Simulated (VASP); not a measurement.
The system is CoSi2.

```
Co Si
1.0
     0.00000    2.72541    2.72541
     2.72541    0.00000    2.72541
     2.72541    2.72541    0.00000
Co Si
1 2
Direct
  0.00000 0.00000 0.00000
  0.25000 0.25000 0.25000
  0.75000 0.75000 0.75000
```

Base run:

| Quantity | Value |
| --- | --- |
| Program | VASP 6.6.1 |
| Functional | PBEsol |
| Potentials or basis | VASP PAW PBE potentials, release 64 (Co, Si) |
| Cutoff | 520 eV |
| k mesh | 14 × 14 × 14 |
| Occupations | gaussian, width 0.15 eV |
| Spin | collinear spin, ferromagnetic start |
| Starting moments | [1.925, 0.0, 0.0] μB |
| Fixed moment | 1.925 μB |

Its results: pressure 0.1 GPa; site moments Co +1.23; Si +0.15 μB.

Task: The run is repeated on the same cell with these changes: fixed moment from 1.925 μB to 0.275 μB; moments at the start from [1.92, 0.0, 0.0] to [0.28, 0.0, 0.0]. What comes out?

Result: Pressure -12.4 GPa; site moments Co +0.18; Si +0.02 μB.

Caveats: the PAW data sets were made with another functional, which shifts forces and pressure a little; the total moment is fixed, so each spin has its own Fermi level and the state may be an excited one; the cell stands under tension (at least some runs).
